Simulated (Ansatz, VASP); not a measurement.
## MnO2 in VASP and in Ansatz

The input POSCAR:

```
MnO2
1.0
    2.7982643040      0.0000000000      0.0000000000
   -1.3991321520      2.4233679738      0.0000000000
    0.0000000000      0.0000000000      4.5074421091
Mn O
1 2
Direct
    0.0000000000      0.0000000000      0.5000000000
    0.3333333333      0.6666666667      0.7062925700
    0.6666666667      0.3333333333      0.2937074300
```

File INCAR.step1:

```
ALGO     = Normal         # electronic algorithm
EDIFF    = 1E-4           # SCF threshold, eV
ENCUT    = 520            # plane-wave cutoff, eV
GGA      = PE             # functional
ISMEAR   = -1             # smearing method
ISPIN    = 2              # spin polarisation
LASPH    = True           # aspherical terms in the spheres
LCHARG   = False          # write CHGCAR
LMAXMIX  = 4              # l up to which the mixer works
LREAL    = False          # projectors in reciprocal space
LWAVE    = True           # write WAVECAR
MAGMOM   = 4 0 0          # initial moments
NBANDS   = 24             # bands
NELM     = 150            # most SCF steps
PREC     = Accurate       # precision mode
SIGMA    = 0.05           # smearing width, eV
```

The input INCAR.step2:

```
ALGO     = Normal         # electronic algorithm
EDIFF    = 1E-6           # SCF threshold, eV
ENCUT    = 520            # plane-wave cutoff, eV
ISIF     = 2              # what is computed and relaxed
ISMEAR   = -1             # smearing method
ISPIN    = 2              # spin polarisation
ISTART   = 1            
LASPH    = True           # aspherical terms in the spheres
LCHARG   = False          # write CHGCAR
LMAXMIX  = 4              # l up to which the mixer works
LMIXTAU  = True         
LORBIT   = 11             # projections on sites
LREAL    = False          # projectors in reciprocal space
LWAVE    = False          # write WAVECAR
MAGMOM   = 4 0 0          # initial moments
METAGGA  = R2SCAN         # meta-GGA
NBANDS   = 24             # bands
NELM     = 150            # most SCF steps
PREC     = Accurate       # precision mode
SIGMA    = 0.05           # smearing width, eV
```

The input KPOINTS:

```
k-points
0
Gamma
  11 11 6
```

Contents of input.yaml:

```yaml
crystal:
  lattice:
    - [2.798264304, 0.0, 0.0]
    - [-1.399132152, 2.4233679738, 0.0]
    - [0.0, 0.0, 4.5074421091]
  atoms:
    - { symbol: Mn, position: [0.0, 0.0, 0.5], spin: 4.0 }
    - { symbol: O, position: [0.3333333333, 0.6666666667, 0.70629257] }
    - { symbol: O, position: [0.6666666667, 0.3333333333, 0.29370743] }
hamiltonian:
  xc: r2scan
  pseudopotentials: { kind: paw }
magnetization:
  spin_polarized: true
kpoints:
  mp_grid: { grid: [11, 11, 6] }
scf:
  occupations: { method: fermi_dirac, width: 0.05 }
output:
  forces: true
  stress: true
  eigenvalues: true
```

Alike in both runs: task single point; functional r2SCAN; k mesh 11 × 11 × 6; occupations fermi-dirac, width 0.05 eV; collinear spin.

```csv
,VASP,Ansatz
version,VASP 6.6.1,Ansatz 0.2.0
potentials or method,"VASP PAW PBE potentials, release 64 (Mn_pv, O)",Ansatz PAW
plane-wave cutoff (eV),520,500
valence electrons in the cell,25,27
```

VASP gave:

```
gap on the k mesh at the Fermi level (eV)                     : 1.66
least direct gap on the mesh (eV)                             : 1.72
pressure (GPa)                                                : 15.2
traceless stress, the component that is largest in VASP (GPa) : -4.31
rms of the force components (eV/Å)                            : 0.481
net moment per atom (μB)                                      : 1.00
size of the moment on the site where the two differ most (μB) : 2.87
```

Problem. What did Ansatz give for the same quantities?

Solution. gap on the k mesh at the Fermi level (eV): 1.69; least direct gap on the mesh (eV): 1.76; pressure (GPa): 13.9; traceless stress, the component that is largest in VASP (GPa): -3.80; rms of the force components (eV/Å): 0.431; net moment per atom (μB): 1.00; size of the moment on the site where the two differ most (μB): 2.51.

VASP's potentials were made for PBE, not for r2SCAN. Site moments also hang on the region over which each program counts them. Atom by atom the forces differ by 0.050 eV/Å (rms over components). VASP's potentials hold 25 valence electrons a cell and Ansatz's 27, so a difference there can come from the potentials and not from the codes.

Noted on Ansatz's run: the magnetic or orbital state may not be the lowest; odd divisions of the mesh miss points on the zone boundary, where band edges often lie, so the gap on the mesh can be too wide.
